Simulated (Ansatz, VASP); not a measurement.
Cu: VASP beside Ansatz

```
CELL_PARAMETERS angstrom
0.00000 1.93732 1.74785
1.93732 0.00000 1.74785
1.93732 1.93732 0.00000
ATOMIC_POSITIONS crystal
Cu 0.00000 0.00000 0.00000
```

Alike in both runs: task single point; functional PBEsol; k mesh 24 × 24 × 24; occupations gaussian, width 0.15 eV; no spin polarisation.

```csv
,VASP,Ansatz
version,VASP 6.6.1,Ansatz 0.2.0
potentials or method,"VASP PAW PBE potentials, release 64 (Cu), cutoff 520 eV","scalar-relativistic, plane waves, PAW"
valence electrons in the cell,11,19
```

```tsv
	VASP	Ansatz	Ansatz less VASP
gap on the k mesh at the Fermi level (eV)	none	none	-
pressure (GPa)	-15.8	-17.0	-1.21
traceless stress, the component that is largest in VASP (GPa)	1.72	1.75	+0.027
```

VASP's potentials were made for PBE, not for PBEsol, and Ansatz warns of the same on its side. A gap of «none» marks a metal or a gap that the smearing closes. The functional is the same, so the differences come from potentials, cutoffs and numerics. VASP's potentials hold 11 valence electrons a cell and Ansatz's 19, so a difference there can come from the potentials and not from the codes.
